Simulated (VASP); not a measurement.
# MgO (Fm-3m) in VASP: notebook

Aim: see how the results for MgO move with the level of theory and the settings. Levels: PBE, LDA. Tasks: electric field gradients.

Program: VASP 6.6.1. These are calculated values, not measurements. Logs are shortened: lines on timing, memory, paths and dates and some standing lists are left out, and cuts for length are marked.

## Step 1: The cell of the first run

It takes space group Fm-3m (No. 225, cubic). Conventional cell: a = 4.234 Å, b = 4.234 Å, c = 4.234 Å, α = 90.00°, β = 90.00°, γ = 90.00°. Mg (site symmetry m-3m) has 6 O at 2.12 Å within 2.8 Å. Within 2.8 Å of O (site symmetry m-3m) lie 6 Mg at 2.12 Å.

## Step 2: Electric field gradients, PBE (volume scaled by 0.975)

INCAR reads:

```
PREC = Accurate
ENCUT = 520
EDIFF = 1E-8
ISMEAR = -1
SIGMA = 0.01
LREAL = False
LASPH = True
NELM = 100
ALGO = Normal
ISIF = 2
LWAVE = False
LCHARG = False
GGA = PE
LEFG = True
NBANDS = 11
```

KPOINTS reads:

```
Automatic mesh
0
Gamma
  10 10 10
```

POSCAR reads:

```
MgO
1.0
    0.0000000000      2.1172067147      2.1172067147
    2.1172067147      0.0000000000      2.1172067147
    2.1172067147      2.1172067147      0.0000000000
Mg O
1 1
Direct
    0.0000000000      0.0000000000      0.0000000000
    0.5000000000      0.5000000000      0.5000000000
```

Potentials or basis: VASP PAW PBE potentials, release 64 (Mg, O).

Command:

```sh
$ cat potpaw_PBE.64/Mg/POTCAR potpaw_PBE.64/O/POTCAR > POTCAR
$ mpirun -np 1 vasp_std > vasp.out
```

OUTCAR:

```text
PREC = Accurate
   ENCUT = 520
   EDIFF = 1E-8
   ISMEAR = -1
   LREAL = False
   LASPH = True
   NELM = 100
   ISIF = 2
   GGA = PE

 ion  position               nearest neighbor table
   1  0.000  0.000  0.000-   2 2.12   2 2.12   2 2.12   2 2.12   2 2.12   2 2.12
   2  0.500  0.500  0.500-   1 2.12   1 2.12   1 2.12   1 2.12   1 2.12   1 2.12

  LATTYP: Found a face centered cubic cell.
 ALAT       =     4.2344134294

  Lattice vectors:

 A1 = (   0.0000000000,   2.1172067147,   2.1172067147)
 A2 = (   2.1172067147,   0.0000000000,   2.1172067147)
 A3 = (   2.1172067147,   2.1172067147,   0.0000000000)

Analysis of symmetry for initial positions (statically):
=====================================================================
 Subroutine PRICEL returns:
 Original cell was already a primitive cell.

 Routine SETGRP: Setting up the symmetry group for a
 face centered cubic supercell.

 Subroutine GETGRP returns: Found 48 space group operations
 (whereof 48 operations were pure point group operations)
 out of a pool of 48 trial point group operations.

The static configuration has the point symmetry O_h .

Analysis of symmetry for dynamics (positions and initial velocities):
=====================================================================
 Subroutine PRICEL returns:
 Original cell was already a primitive cell.

 Routine SETGRP: Setting up the symmetry group for a
 face centered cubic supercell.

 Subroutine GETGRP returns: Found 48 space group operations
 (whereof 48 operations were pure point group operations)
 out of a pool of 48 trial point group operations.

The dynamic configuration has the point symmetry O_h .

 Subroutine INISYM returns: Found 48 space group operations
 (whereof 48 operations are pure point group operations),
 and found     1 'primitive' translations

----------------------------------------------------------------------------------------

                                     Primitive cell

  volume of cell :      18.9810

  direct lattice vectors                    reciprocal lattice vectors
     0.000000000  2.117206715  2.117206715    -0.236160218  0.236160218  0.236160218
     2.117206715  0.000000000  2.117206715     0.236160218 -0.236160218  0.236160218
     2.117206715  2.117206715  0.000000000     0.236160218  0.236160218 -0.236160218

  length of vectors
     2.994182450  2.994182450  2.994182450     0.409041497  0.409041497  0.409041497

  position of ions in fractional coordinates (direct lattice)
     0.000000000  0.000000000  0.000000000
     0.500000000  0.500000000  0.500000000

  ion indices of the primitive-cell ions
   primitive index   ion index
                 1           1
                 2           2

----------------------------------------------------------------------------------------

 KPOINTS: Automatic mesh

Automatic generation of k-mesh.
 Grid dimensions read from file:
 generate k-points for:   10   10   10

 Generating k-lattice:

  Cartesian coordinates                     Fractional coordinates (reciprocal lattice)
    -0.023616022  0.023616022  0.023616022     0.100000000  0.000000000  0.000000000
     0.023616022 -0.023616022  0.023616022     0.000000000  0.100000000  0.000000000
     0.023616022  0.023616022 -0.023616022     0.000000000  0.000000000  0.100000000

  Length of vectors
     0.040904150  0.040904150  0.040904150

  Shift w.r.t. Gamma in fractional coordinates (k-lattice)
     0.000000000  0.000000000  0.000000000

 Subroutine IBZKPT returns following result:
 ===========================================

 Found     47 irreducible k-points:

 Following reciprocal coordinates:
            Coordinates               Weight
  0.000000  0.000000  0.000000      1.000000
  0.100000  0.000000  0.000000      8.000000
  0.200000  0.000000  0.000000      8.000000
  0.300000  0.000000  0.000000      8.000000
  0.400000  0.000000  0.000000      8.000000
  0.500000  0.000000  0.000000      4.000000
[... 16 lines left out ...]
  0.300000  0.300000  0.000000      6.000000
  0.400000  0.300000  0.000000     24.000000
 [... further k-points ...]
   k-points           NKPTS =     47   k-points in BZ     NKDIM =     47   number of bands    NBANDS=     11
   number of dos      NEDOS =    301   number of ions     NIONS =      2
   total plane-waves  NPLWV =  13824
   dimension x,y,z NGX =    24 NGY =   24 NGZ =   24
   dimension x,y,z NGXF=    48 NGYF=   48 NGZF=   48
   ions per type =               1   1
   NGX,Y,Z   is equivalent  to a cutoff of  13.33, 13.33, 13.33 a.u.
   NGXF,Y,Z  is equivalent  to a cutoff of  26.65, 26.65, 26.65 a.u.
 SYSTEM =  unknown system
   PREC   = accura    normal or accurate (medium, high low for compatibility)
   ISTART =      0    job   : 0-new  1-cont  2-samecut
   ICHARG =      2    charge: 1-file 2-atom 10-const
   ISPIN  =      1    spin polarized calculation?
   LNONCOLLINEAR =      F non collinear calculations
   LSORBIT =      F    spin-orbit coupling
   LASPH  =      T    aspherical Exc in radial PAW
   ENCUT  =  520.0 eV  38.22 Ry    6.18 a.u.   5.57  5.57  5.57*2*pi/ulx,y,z
   NELM   =    100;   NELMIN=  2; NELMDL= -5     # of ELM steps
   EDIFF  = 0.1E-07   stopping-criterion for ELM
   LREAL  =      F    real-space projection
   EDIFFG = 0.1E-06   stopping-criterion for IOM
   NSW    =      0    number of steps for IOM
   IBRION =     -1    ionic relax: 0-MD 1-quasi-New 2-CG
   NFREE  =      0    steps in history (QN), initial steepest desc. (CG)
   ISIF   =      2    stress and relaxation
   ISYM   =      2    0-nonsym 1-usesym 2-fastsym
   POTIM  = 0.5000    time-step for ionic-motion
   TEBEG  =    0.0;   TEEND  =   0.0 temperature during run
   PSTRESS=    0.0 pullay stress
   NELECT =       8.0000    total number of electrons
   NUPDOWN=      -1.0000    fix difference up-down
   EMIN   =  10.00;   EMAX   =-10.00  energy-range for DOS
   EFERMI =   0.00;   METHOD = LEGACY
   ISMEAR =    -1;   SIGMA  =   0.01  broadening in eV -4-tet -1-fermi 0-gaus
   EFERMI_NEDOS =   21; number of points for ismear=-14 and -15
   IALGO  =     38    algorithm
   IMIX   =      4    mixing-type and parameters
     AMIX     =   0.40;   BMIX     =  1.00
     AMIX_MAG =   1.60;   BMIX_MAG =  1.00
  volume/ion in A,a.u.               =       9.49        64.05
  Fermi-wavevector in a.u.,A,eV,Ry     =   1.227434  2.319514 20.498467  1.506595
  Thomas-Fermi vector in A             =   2.362398
   LORBIT       =      0    0 simple, 1 ext, 2 COOP (PROOUT), +10 PAW based schemes
   GGA     = PE    functional components
   LHFCALC =     F    Hartree Fock is set to
   AEXX    =    0.0000 exact exchange contribution
   IVDW    =     0    specifies the selected vdW correction
   LEPSILON=     F    determine dielectric tensor
   LRPA    =     F    only Hartree local field effects (RPA)
 non-spin polarized calculation
  energy-cutoff  :      520.00
  volume of cell :       18.98
 maximum number of plane-waves:       532
 NGX is ok and might be reduce to    24
   NGX = 11   NGY = 11   NGZ = 11

 number of electron       8.0000005 magnetization

 Free energy of the ion-electron system (eV)
  ---------------------------------------------------
  ext. energy  EPLUGINS =         0.00000000
  ---------------------------------------------------
  free energy    TOTEN  =       -11.91086976 eV

  energy without entropy =      -11.91086976  energy(sigma->0) =      -11.91086976

 E-fermi :   3.2713     XC(G=0): -11.0037

 val. band max:        3.0686858504   @ k =   0.0000   0.0000   0.0000
 cond. band min:       7.6422377885   @ k =   0.0000   0.0000   0.0000
 fundamental gap:      4.5735519380
 Fermi energy:         3.2712927870

 k-point     1 :       0.0000    0.0000    0.0000
  band No.  band energies     occupation
      1     -14.1141      2.00000
      2       3.0687      2.00000
      3       3.0687      2.00000
      4       3.0687      2.00000
      5       7.6422      0.00000
      6      18.7785      0.00000
      7      18.7785      0.00000
      8      18.7785      0.00000
      9      22.6536      0.00000
     10      24.4095      0.00000
     11      24.4095      0.00000
[... 309 lines left out ...]
 k-point    24 :       0.4000    0.3000    0.0000
  band No.  band energies     occupation
      1     -12.9120      2.00000
      2      -0.4548      2.00000
      3       1.7888      2.00000
      4       2.0034      2.00000
      5      12.4873      0.00000
      6      13.1952      0.00000
      7      16.5022      0.00000
      8      21.0393      0.00000
      9      21.2428      0.00000
     10      27.7609      0.00000
     11      29.7294      0.00000

 [... further k-points ...]
[... 5 lines left out ...]
  --------------------------------------------------------------------------------------
  -------------------------------------------------------------------------------------
  Total        0.1626358      0.1626358      0.1626358      0.0000000     -0.0000000     -0.0000000
  in kB       13.7279874     13.7279874     13.7279874      0.0000000     -0.0000000     -0.0000000
  external PRESSURE =      13.7279874 kB  Pullay stress =       0.0000000 kB

 VOLUME and BASIS-vectors are now :
 -----------------------------------------------------------------------------
  energy-cutoff  :      520.00
  volume of cell :       18.98
      direct lattice vectors                 reciprocal lattice vectors
     0.000000000  2.117206715  2.117206715    -0.236160218  0.236160218  0.236160218
     2.117206715  0.000000000  2.117206715     0.236160218 -0.236160218  0.236160218
     2.117206715  2.117206715  0.000000000     0.236160218  0.236160218 -0.236160218

 POSITION                                       TOTAL-FORCE (eV/Angst)
 -----------------------------------------------------------------------------------
      0.00000      0.00000      0.00000         0.000000      0.000000      0.000000
      2.11721      2.11721      2.11721        -0.000000     -0.000000     -0.000000
 -----------------------------------------------------------------------------------
    total drift:                               -0.000000     -0.000000      0.000000

  FREE ENERGIE OF THE ION-ELECTRON SYSTEM (eV)
  ---------------------------------------------------
  free  energy   TOTEN  =       -11.9108697615 eV

  energy  without entropy=      -11.9108697615  energy(sigma->0) =      -11.91086976

 Electric field gradients (V/A^2)
---------------------------------------------------------------------
 ion       V_xx      V_yy      V_zz      V_xy      V_xz      V_yz
---------------------------------------------------------------------
   1       0.000     0.000     0.000     0.000     0.000     0.000
   2       0.000     0.000     0.000    -0.002    -0.002    -0.002
---------------------------------------------------------------------

 Electric field gradients after diagonalization (V/A^2)
 (convention: |V_zz| > |V_xx| > |V_yy|)
----------------------------------------------------------------------
 ion       V_xx      V_yy      V_zz     asymmetry (V_yy - V_xx)/ V_zz
----------------------------------------------------------------------
   1      -0.000    -0.000     0.000       0.000
   2       0.002     0.002    -0.004       0.000
----------------------------------------------------------------------

           NMR quadrupolar parameters

 Cq : quadrupolar parameter    Cq=e*Q*V_zz/h
 eta: asymmetry parameters     (V_yy - V_xx)/ V_zz
 Q  : nuclear electric quadrupole moment in mb (millibarn)
----------------------------------------------------------------------
 ion       Cq(MHz)       eta       Q (mb)
----------------------------------------------------------------------
   1       0.000       0.000       1.000
   2      -0.000       0.000       1.000
----------------------------------------------------------------------
```

It took 6 s on 1 thread of Intel Xeon Platinum 8488C (Sapphire Rapids), shared host; peak memory 0.14 GiB.

What came out:

| Property | Result |
| --- | --- |
| Free energy | -11.9109 eV |
| Pressure | 1.4 GPa |
| Band gap on the k mesh | 4.57 eV, direct |

Caveat: without QUAD_EFG the Cq values of the log hold for a quadrupole moment of 1 mb, not for the nuclei.

## Step 3: Electric field gradients, PBE (volume scaled by 1.025)

INCAR reads:

```
SYSTEM = MgO
ALGO = Normal
EDIFF = 1E-8
ENCUT = 520
GGA = PE
ISIF = 2
ISMEAR = -1
LASPH = .True.
LCHARG = .False.
LEFG = .True.
LREAL = .False.
LWAVE = .False.
NBANDS = 11
NELM = 100
PREC = Accurate
SIGMA = 0.01
```

KPOINTS reads:

```
k-points
0
Gamma
  10 10 10
  0 0 0
```

POSCAR reads:

```
MgO
1.0
    0.0000000000      2.1527966680      2.1527966680
    2.1527966680      0.0000000000      2.1527966680
    2.1527966680      2.1527966680      0.0000000000
Mg O
1 1
Direct
    0.0000000000      0.0000000000      0.0000000000
    0.5000000000      0.5000000000      0.5000000000
```

Potentials or basis: VASP PAW PBE potentials, release 64 (Mg, O).

Command:

```sh
$ cat potpaw_PBE.64/Mg/POTCAR potpaw_PBE.64/O/POTCAR > POTCAR
$ mpirun -np 1 vasp_std > vasp.out
```

OUTCAR:

```text
SYSTEM = MgO
   EDIFF = 1E-8
   ENCUT = 520
   GGA = PE
   ISIF = 2
   ISMEAR = -1
   LASPH = .True.
   LREAL = .False.
   NELM = 100
   PREC = Accurate

 ion  position               nearest neighbor table
   1  0.000  0.000  0.000-   2 2.15   2 2.15   2 2.15   2 2.15   2 2.15   2 2.15
   2  0.500  0.500  0.500-   1 2.15   1 2.15   1 2.15   1 2.15   1 2.15   1 2.15

  LATTYP: Found a face centered cubic cell.
 ALAT       =     4.3055933360

  Lattice vectors:

 A1 = (   0.0000000000,   2.1527966680,   2.1527966680)
[... 548 lines left out ...]
  ---------------------------------------------------
  free  energy   TOTEN  =       -11.8977829265 eV

  energy  without entropy=      -11.8977829265  energy(sigma->0) =      -11.89778293

 Electric field gradients (V/A^2)
---------------------------------------------------------------------
 ion       V_xx      V_yy      V_zz      V_xy      V_xz      V_yz
---------------------------------------------------------------------
   1      -0.000    -0.000    -0.000     0.000     0.000     0.000
   2      -0.000    -0.000    -0.000    -0.002    -0.002    -0.002
---------------------------------------------------------------------

 Electric field gradients after diagonalization (V/A^2)
 (convention: |V_zz| > |V_xx| > |V_yy|)
----------------------------------------------------------------------
 ion       V_xx      V_yy      V_zz     asymmetry (V_yy - V_xx)/ V_zz
----------------------------------------------------------------------
   1      -0.000    -0.000     0.000       0.000
   2       0.002     0.002    -0.004       0.000
----------------------------------------------------------------------

           NMR quadrupolar parameters

 Cq : quadrupolar parameter    Cq=e*Q*V_zz/h
 eta: asymmetry parameters     (V_yy - V_xx)/ V_zz
 Q  : nuclear electric quadrupole moment in mb (millibarn)
----------------------------------------------------------------------
 ion       Cq(MHz)       eta       Q (mb)
----------------------------------------------------------------------
   1       0.000       0.000       1.000
   2      -0.000       0.000       1.000
----------------------------------------------------------------------
```

OSZICAR:

```text
N       E                     dE             d eps       ncg     rms          rms(c)
DAV:   1     0.122525638062E+02    0.12253E+02   -0.45594E+03  1218   0.642E+02
DAV:   2    -0.129247661047E+02   -0.25177E+02   -0.24413E+02  1180   0.130E+02
DAV:   3    -0.134530342524E+02   -0.52827E+00   -0.52794E+00  1260   0.166E+01
DAV:   4    -0.134543741080E+02   -0.13399E-02   -0.13398E-02  1118   0.958E-01
DAV:   5    -0.134543787723E+02   -0.46643E-05   -0.46642E-05  1217   0.558E-02    0.717E+00
DAV:   6    -0.119207619762E+02    0.15336E+01   -0.93159E+00  1073   0.164E+01    0.234E+00
DAV:   7    -0.119045447853E+02    0.16217E-01   -0.73888E-02  1130   0.227E+00    0.136E+00
DAV:   8    -0.118982939104E+02    0.62509E-02   -0.33164E-02  1085   0.201E+00    0.267E-01
DAV:   9    -0.118978226012E+02    0.47131E-03   -0.66740E-04  1172   0.181E-01    0.150E-01
DAV:  10    -0.118977806064E+02    0.41995E-04   -0.57379E-04  1139   0.179E-01    0.761E-03
DAV:  11    -0.118977830732E+02   -0.24668E-05   -0.43272E-06  1208   0.153E-02    0.638E-03
DAV:  12    -0.118977829776E+02    0.95600E-07   -0.77916E-07  1166   0.658E-03    0.789E-04
DAV:  13    -0.118977829493E+02    0.28257E-07   -0.82953E-08  1142   0.172E-03    0.168E-04
DAV:  14    -0.118977829257E+02    0.23620E-07   -0.25469E-09   592   0.335E-04    0.241E-05
DAV:  15    -0.118977829265E+02   -0.81423E-09   -0.12617E-10   559   0.725E-05
   1 F= -.11897783E+02 E0= -.11897783E+02  d E =-.222658E-11
```

stdout:

```text
POSCAR found type information on POSCAR MgO
 POSCAR found :  2 types and       2 ions
 scaLAPACK will be used
 LDA part: xc-table for (Slater+PW92), standard interpolation
 POSCAR, INCAR and KPOINTS ok, starting setup
 FFT: planning ... GRIDC
 FFT: planning ... GRID_SOFT
 FFT: planning ... GRID
 WAVECAR not read
 entering main loop
ion   1

ion   2
```

Wall time 6.8 s (1 thread of Intel Xeon Platinum 8488C (Sapphire Rapids), shared host); peak memory 0.14 GiB.

What came out:

- Free energy: -11.8978 eV
- Pressure: -5.8 GPa
- Band gap on the k mesh: 4.11 eV, direct

Caveat: without QUAD_EFG the Cq values of the log hold for a quadrupole moment of 1 mb, not for the nuclei.

(Part 1 of 2 ends here.)
